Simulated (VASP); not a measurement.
# V (P6_3/mmc) in VASP: notebook

The runs below take V through relaxation of cell and atoms, single point, with BLYP.

Program: VASP 6.6.1. These are calculated values, not measurements. Logs are shortened: lines on timing, memory, paths and dates and some standing lists are left out, and cuts for length are marked.

### 1 The cell of the first run

Symmetry: P6_3/mmc, No. 194, hexagonal system. The conventional cell has a = 2.694 Å, b = 2.694 Å, c = 4.399 Å, α = 90.00°, β = 90.00°, γ = 120.00°. Within 3.6 Å of V (site symmetry -6m2) lie 12 V at 2.69 Å.

This isn't the form of V at room conditions, which is bcc.

### 2 Relaxation of cell and atoms, BLYP

File INCAR:

```
SYSTEM = V
AGGAC = 1.0
AGGAX = 1.0
ALDAC = 0.0
ALDAX = 1.0
ALGO = Normal
EDIFF = 1E-6
EDIFFG = -0.01
ENCUT = 600
GGA = B5
IBRION = 2
ISIF = 3
ISMEAR = -1
LASPH = .TRUE.
LCHARG = .FALSE.
LREAL = .FALSE.
LWAVE = .FALSE.
NELM = 60
NSW = 80
PREC = Accurate
SIGMA = 0.1
```

File KPOINTS:

```
k-points
0
G
  13 13 7
  0 0 0
```

File POSCAR:

```
V
1.0
    2.6940739632      0.0000000000      0.0000000000
   -1.3470369816      2.3331364918      0.0000000000
    0.0000000000      0.0000000000      4.3994227819
V
2
Direct
    0.3333333333      0.6666666667      0.2500000000
    0.6666666667      0.3333333333      0.7500000000
```

Potentials or basis: VASP PAW PBE potentials, release 64 (V_sv).

Run with:

```console
> cat potpaw_PBE.64/V_sv/POTCAR > POTCAR
> mpirun -np 1 vasp_std > vasp.out
```

OUTCAR:

```text
SYSTEM = V
   EDIFF = 1E-6
   EDIFFG = -0.01
   ENCUT = 600
   GGA = B5
   IBRION = 2
   ISIF = 3
   ISMEAR = -1
   LASPH = .TRUE.
   LREAL = .FALSE.
   NELM = 60
   NSW = 80
   PREC = Accurate

 ion  position               nearest neighbor table
   1  0.333  0.667  0.250-   2 2.69   2 2.69   2 2.69   2 2.69   2 2.69   2 2.69
   2  0.667  0.333  0.750-   1 2.69   1 2.69   1 2.69   1 2.69   1 2.69   1 2.69

  LATTYP: Found a hexagonal cell.
 ALAT       =     2.6940739632
 C/A-ratio  =     1.6330000000

  Lattice vectors:

 A1 = (   2.6940739632,   0.0000000000,   0.0000000000)
 A2 = (  -1.3470369816,   2.3331364918,   0.0000000000)
 A3 = (   0.0000000000,   0.0000000000,   4.3994227819)

Analysis of symmetry for initial positions (statically):
=====================================================================
 Subroutine PRICEL returns:
 Original cell was already a primitive cell.

 Routine SETGRP: Setting up the symmetry group for a
 hexagonal supercell.

 Subroutine GETGRP returns: Found 24 space group operations
 (whereof 12 operations were pure point group operations)
 out of a pool of 24 trial point group operations.

The static configuration has the point symmetry D_3d.
 The point group associated with its full space group is D_6h.

Analysis of symmetry for dynamics (positions and initial velocities):
=====================================================================
 Subroutine PRICEL returns:
 Original cell was already a primitive cell.

 Routine SETGRP: Setting up the symmetry group for a
 hexagonal supercell.

 Subroutine GETGRP returns: Found 24 space group operations
 (whereof 12 operations were pure point group operations)
 out of a pool of 24 trial point group operations.

The dynamic configuration has the point symmetry D_3d.
 The point group associated with its full space group is D_6h.

 Subroutine INISYM returns: Found 24 space group operations
 (whereof 12 operations are pure point group operations),
 and found     1 'primitive' translations

----------------------------------------------------------------------------------------

                                     Primitive cell

  volume of cell :      27.6532

  direct lattice vectors                    reciprocal lattice vectors
     2.694073963  0.000000000  0.000000000     0.371185058  0.214303793  0.000000000
    -1.347036982  2.333136492  0.000000000     0.000000000  0.428607586  0.000000000
     0.000000000  0.000000000  4.399422782     0.000000000  0.000000000  0.227302546

  length of vectors
     2.694073963  2.694073963  4.399422782     0.428607586  0.428607586  0.227302546

  position of ions in fractional coordinates (direct lattice)
     0.333333333  0.666666667  0.250000000
     0.666666667  0.333333333  0.750000000

  ion indices of the primitive-cell ions
   primitive index   ion index
                 1           1
                 2           2

----------------------------------------------------------------------------------------

 KPOINTS: k-points

Automatic generation of k-mesh.
 Grid dimensions read from file:
 generate k-points for:   13   13    7

 Generating k-lattice:

  Cartesian coordinates                     Fractional coordinates (reciprocal lattice)
     0.028552697  0.016484907  0.000000000     0.076923077 -0.000000000  0.000000000
     0.000000000  0.032969814  0.000000000     0.000000000  0.076923077  0.000000000
     0.000000000  0.000000000  0.032471792     0.000000000  0.000000000  0.142857143

  Length of vectors
     0.032969814  0.032969814  0.032471792

  Shift w.r.t. Gamma in fractional coordinates (k-lattice)
     0.000000000  0.000000000  0.000000000

 Subroutine IBZKPT returns following result:
 ===========================================

 Found     84 irreducible k-points:

 Following reciprocal coordinates:
            Coordinates               Weight
  0.000000  0.000000  0.000000      1.000000
  0.076923  0.000000  0.000000      6.000000
  0.153846 -0.000000  0.000000      6.000000
  0.230769 -0.000000  0.000000      6.000000
  0.307692 -0.000000  0.000000      6.000000
  0.384615 -0.000000  0.000000      6.000000
[... 16 lines left out ...]
  0.076923  0.000000  0.142857     12.000000
  0.153846 -0.000000  0.142857     12.000000
 [... further k-points ...]
   k-points           NKPTS =     84   k-points in BZ     NKDIM =     84   number of bands    NBANDS=     17
   number of dos      NEDOS =    301   number of ions     NIONS =      2
   total plane-waves  NPLWV =  20736
   dimension x,y,z NGX =    24 NGY =   24 NGZ =   36
   dimension x,y,z NGXF=    48 NGYF=   48 NGZF=   72
   ions per type =               2
   NGX,Y,Z   is equivalent  to a cutoff of  14.81, 14.81, 13.60 a.u.
   NGXF,Y,Z  is equivalent  to a cutoff of  29.62, 29.62, 27.21 a.u.
 SYSTEM =  V
   PREC   = accura    normal or accurate (medium, high low for compatibility)
   ISTART =      0    job   : 0-new  1-cont  2-samecut
   ICHARG =      2    charge: 1-file 2-atom 10-const
   ISPIN  =      1    spin polarized calculation?
   LNONCOLLINEAR =      F non collinear calculations
   LSORBIT =      F    spin-orbit coupling
   LASPH  =      T    aspherical Exc in radial PAW
   ENCUT  =  600.0 eV  44.10 Ry    6.64 a.u.   5.38  5.38  8.79*2*pi/ulx,y,z
   NELM   =     60;   NELMIN=  2; NELMDL= -5     # of ELM steps
   EDIFF  = 0.1E-05   stopping-criterion for ELM
   LREAL  =      F    real-space projection
   EDIFFG = -.1E-01   stopping-criterion for IOM
   NSW    =     80    number of steps for IOM
   IBRION =      2    ionic relax: 0-MD 1-quasi-New 2-CG
   NFREE  =      1    steps in history (QN), initial steepest desc. (CG)
   ISIF   =      3    stress and relaxation
   ISYM   =      2    0-nonsym 1-usesym 2-fastsym
   POTIM  = 0.5000    time-step for ionic-motion
   TEBEG  =    0.0;   TEEND  =   0.0 temperature during run
   PSTRESS=    0.0 pullay stress
   NELECT =      26.0000    total number of electrons
   NUPDOWN=      -1.0000    fix difference up-down
   EMIN   =  10.00;   EMAX   =-10.00  energy-range for DOS
   EFERMI =   0.00;   METHOD = LEGACY
   ISMEAR =    -1;   SIGMA  =   0.10  broadening in eV -4-tet -1-fermi 0-gaus
   EFERMI_NEDOS =   21; number of points for ismear=-14 and -15
   IALGO  =     38    algorithm
   IMIX   =      4    mixing-type and parameters
     AMIX     =   0.40;   BMIX     =  1.00
     AMIX_MAG =   1.60;   BMIX_MAG =  1.00
  volume/ion in A,a.u.               =      13.83        93.31
  Fermi-wavevector in a.u.,A,eV,Ry     =   1.603802  3.030747 34.996657  2.572182
  Thomas-Fermi vector in A             =   2.700408
   LORBIT       =      0    0 simple, 1 ext, 2 COOP (PROOUT), +10 PAW based schemes
   GGA     = B5    functional components
   LHFCALC =     F    Hartree Fock is set to
   AEXX    =    0.0000 exact exchange contribution
   IVDW    =     0    specifies the selected vdW correction
   LEPSILON=     F    determine dielectric tensor
   LRPA    =     F    only Hartree local field effects (RPA)
 conjugate gradient relaxation of ions
 non-spin polarized calculation
  energy-cutoff  :      600.00
  volume of cell :       27.65
 maximum number of plane-waves:       948
 NGX is ok and might be reduce to    24
   NGX = 11   NGY = 11   NGZ = 17

--------------------------------------- Ionic step        1  -------------------------------------------

 number of electron      26.0000012 magnetization

 Free energy of the ion-electron system (eV)
  ---------------------------------------------------
  ext. energy  EPLUGINS =         0.00000000
  ---------------------------------------------------
  free energy    TOTEN  =       -15.19434848 eV

  energy without entropy =      -15.06486574  energy(sigma->0) =      -15.12960711

 E-fermi :  10.2632     XC(G=0): -12.2032

 val. band max:       10.2627715025   @ k =   0.3077   0.0769   0.0000
 cond. band min:      10.2675234026   @ k =   0.4615   0.0769   0.2857
 fundamental gap:      0.0047519000
 Fermi energy:        10.2631745441

 k-point     1 :       0.0000    0.0000    0.0000
  band No.  band energies     occupation
      1     -53.5464      2.00000
      2     -53.3760      2.00000
      3     -27.8810      2.00000
      4     -27.1984      2.00000
      5     -27.1984      2.00000
      6     -27.0917      2.00000
[... 9 lines left out ...]
     16      11.2316      0.00012
     17      11.4792      0.00001
[... 441 lines left out ...]
 k-point    24 :       0.1538   -0.0000    0.1429
  band No.  band energies     occupation
      1     -53.5061      2.00000
      2     -53.3681      2.00000
      3     -27.7871      2.00000
      4     -27.3282      2.00000
      5     -27.2535      2.00000
      6     -27.2348      2.00000
[... 9 lines left out ...]
     16      11.1781      0.00021
     17      11.4601      0.00001

 [... further k-points ...]

------------------------ aborting loop because EDIFF is reached ----------------------------------------

  FORCE on cell =-STRESS in cart. coord.  units (eV):
  Direction    XX          YY          ZZ          XY          YZ          ZX
  --------------------------------------------------------------------------------------
  -------------------------------------------------------------------------------------
  Total        0.5341977      0.5341977      2.0573569      0.0000000      0.0000000      0.0000000
  in kB       30.9504690     30.9504690    119.1996153      0.0000000      0.0000000      0.0000000
  external PRESSURE =      60.3668511 kB  Pullay stress =       0.0000000 kB

 VOLUME and BASIS-vectors are now :
 -----------------------------------------------------------------------------
  energy-cutoff  :      600.00
  volume of cell :       27.65
      direct lattice vectors                 reciprocal lattice vectors
     2.694073963  0.000000000  0.000000000     0.371185058  0.214303793  0.000000000
    -1.347036982  2.333136492  0.000000000     0.000000000  0.428607586  0.000000000
     0.000000000  0.000000000  4.399422782     0.000000000  0.000000000  0.227302546
[... 217 lines left out ...]
 POSITION                                       TOTAL-FORCE (eV/Angst)
 -----------------------------------------------------------------------------------
     -0.00000      1.50789      1.19062         0.000000      0.000000      0.000000
      1.30587      0.75394      3.57187        -0.000000     -0.000000      0.000000
 -----------------------------------------------------------------------------------
    total drift:                               -0.000000      0.000000     -0.000000

  FREE ENERGIE OF THE ION-ELECTRON SYSTEM (eV)
  ---------------------------------------------------
  free  energy   TOTEN  =       -15.2882493805 eV

  energy  without entropy=      -15.1697558561  energy(sigma->0) =      -15.22900262

--------------------------------------- Ionic step        8  -------------------------------------------

 number of electron      25.9999994 magnetization

 Free energy of the ion-electron system (eV)
  ---------------------------------------------------
  ext. energy  EPLUGINS =         0.00000000
  ---------------------------------------------------
  free energy    TOTEN  =       -15.29234607 eV

  energy without entropy =      -15.17127586  energy(sigma->0) =      -15.23181096

 E-fermi :   9.7698     XC(G=0): -12.0088

 val. band max:        9.7668091571   @ k =   0.1538   0.1538   0.1429
 cond. band min:       9.7739146402   @ k =   0.3846   0.1538   0.4286
 fundamental gap:      0.0071054831
 Fermi energy:         9.7697954394

 k-point     1 :       0.0000    0.0000    0.0000
  band No.  band energies     occupation
      1     -53.9985      2.00000
      2     -53.9057      2.00000
      3     -28.2523      2.00000
      4     -27.6897      2.00000
      5     -27.5393      2.00000
      6     -27.5393      2.00000
[... 9 lines left out ...]
     16      10.3475      0.00617
     17      11.5319      0.00000
[... 441 lines left out ...]
 k-point    24 :       0.1538   -0.0000    0.1429
  band No.  band energies     occupation
      1     -53.9575      2.00000
      2     -53.8823      2.00000
      3     -28.1740      2.00000
      4     -27.7332      2.00000
      5     -27.7089      2.00000
      6     -27.6550      2.00000
[... 9 lines left out ...]
     16      10.8232      0.00005
     17      11.1510      0.00000

 [... further k-points ...]

------------------------ aborting loop because EDIFF is reached ----------------------------------------

  FORCE on cell =-STRESS in cart. coord.  units (eV):
  Direction    XX          YY          ZZ          XY          YZ          ZX
  --------------------------------------------------------------------------------------
  -------------------------------------------------------------------------------------
  Total       -0.0080381     -0.0080381     -0.0145596      0.0000000      0.0000000      0.0000000
  in kB       -0.4499864     -0.4499864     -0.8150702      0.0000000      0.0000000      0.0000000
  external PRESSURE =      -0.5716810 kB  Pullay stress =       0.0000000 kB

 VOLUME and BASIS-vectors are now :
 -----------------------------------------------------------------------------
  energy-cutoff  :      600.00
  volume of cell :       28.62
      direct lattice vectors                 reciprocal lattice vectors
     2.625290435  0.000000000  0.000000000     0.380910236  0.219918627 -0.000000000
    -1.312645218  2.273568209  0.000000000    -0.000000000  0.439837255 -0.000000000
    -0.000000000  0.000000000  4.794915669    -0.000000000 -0.000000000  0.208554241

 POSITION                                       TOTAL-FORCE (eV/Angst)
 -----------------------------------------------------------------------------------
     -0.00000      1.51571      1.19873        -0.000000     -0.000000      0.000000
      1.31265      0.75786      3.59619         0.000000      0.000000      0.000000
 -----------------------------------------------------------------------------------
    total drift:                               -0.000000      0.000000     -0.000000

  FREE ENERGIE OF THE ION-ELECTRON SYSTEM (eV)
  ---------------------------------------------------
  free  energy   TOTEN  =       -15.2923460664 eV

  energy  without entropy=      -15.1712758603  energy(sigma->0) =      -15.23181096

 reached required accuracy - stopping structural energy minimisation
```

It took 4.4 min on 1 thread of Intel Xeon 8259CL, shared host; peak memory 0.19 GiB.

Results:

- Free energy: -15.2923 eV
- Relaxed volume: 14.31 Å³/atom
- Relaxed cell: a = 2.625 Å, b = 2.625 Å, c = 4.795 Å, α = 90.00°, β = 90.00°, γ = 120.00°
- Space group after relaxing (to 0.1 Å): P6_3/mmc (No. 194)
- Energy gained by relaxing: 49.0 meV/atom
- Ionic steps: 8
- Pressure after relaxing: -0.1 GPa
- Band gap on the k mesh: zero (bands 13 and 14 overlap by 1.64 eV)

Step by step:
```
step  energy change (eV)  largest force (eV/Å)  pressure (GPa)  volume (Å³)
   1              0.0000                0.0000            6.04        27.65
   2             -0.0327                0.0000           -5.85        29.78
   3             -0.0397                0.0000           -2.67        29.13
   4             -0.0821                0.0000           -2.59        29.09
   5             -0.0951                0.0000           -2.21        29.03
   6             -0.0953                0.0000           -2.16        29.02
   7             -0.0939                0.0000            2.73        28.13
   8             -0.0980                0.0000           -0.06        28.62
```

Final structure:
```
V
1.0
     2.62529    0.00000    0.00000
    -1.31265    2.27357    0.00000
     0.00000    0.00000    4.79492
V
2
Direct
  0.33333 0.66667 0.25000
  0.66667 0.33333 0.75000
```

Levels at points of the mesh, in eV from the Fermi level:
| k point | band 11 | band 12 | band 13 | band 14 | band 15 | band 16 |
| --- | --- | --- | --- | --- | --- | --- |
| (0.00, 0.00, 0.00) | -0.66 | -0.08 | 0.30 | 0.30 | 0.58 | 0.58 |

Caveat: the PAW data sets were made with another functional, which shifts forces and pressure a little.

### 3 Single point, BLYP

This run uses another cell than the first one, of 14.29 Å³/atom.

File INCAR:

```
PREC = Accurate ; ENCUT = 520
EDIFF = 1E-7 ; ISMEAR = -1
SIGMA = 0.1 ; LREAL = F
LASPH = T ; NELM = 100
ALGO = Normal ; ISIF = 2
LWAVE = F ; LCHARG = F
GGA = B5 ; ALDAX = 1.0
AGGAX = 1.0 ; AGGAC = 1.0
ALDAC = 0.0 ; NBANDS = 20
```

File KPOINTS:

```
regular mesh
0
Gamma
  22 22 11
```

File POSCAR:

```
V
1.0
    2.6244394618      0.0000000000      0.0000000000
   -1.3122197309      2.2728312446      0.0000000000
    0.0000000000      0.0000000000      4.7901729279
V
2
Direct
    0.3333333333      0.6666666667      0.2500000000
    0.6666666667      0.3333333333      0.7500000000
```

Potentials or basis: VASP PAW PBE potentials, release 64 (V_sv).

Run with:

```console
> cat potpaw_PBE.64/V_sv/POTCAR > POTCAR
> mpirun -np 1 vasp_std > vasp.out
```

It took 2.3 min on 1 thread of Intel Xeon 8259CL, shared host; peak memory 0.25 GiB.

It converged, with:

| Item | Value |
| --- | --- |
| Free energy | -15.2912 eV |
| Pressure | 0.3 GPa |
| Band gap on the k mesh | zero (bands 13 and 14 overlap by 1.90 eV) |

Levels at points of the mesh, in eV from the Fermi level:
| k point | band 11 | band 12 | band 13 | band 14 | band 15 | band 16 |
| --- | --- | --- | --- | --- | --- | --- |
| (0.00, 0.00, 0.00) | -0.66 | -0.07 | 0.29 | 0.29 | 0.58 | 0.58 |
| (0.50, 0.00, 0.00) | -2.53 | -0.35 | -0.06 | 0.24 | 0.62 | 2.78 |

Caveat: the PAW data sets were made with another functional, which shifts forces and pressure a little.
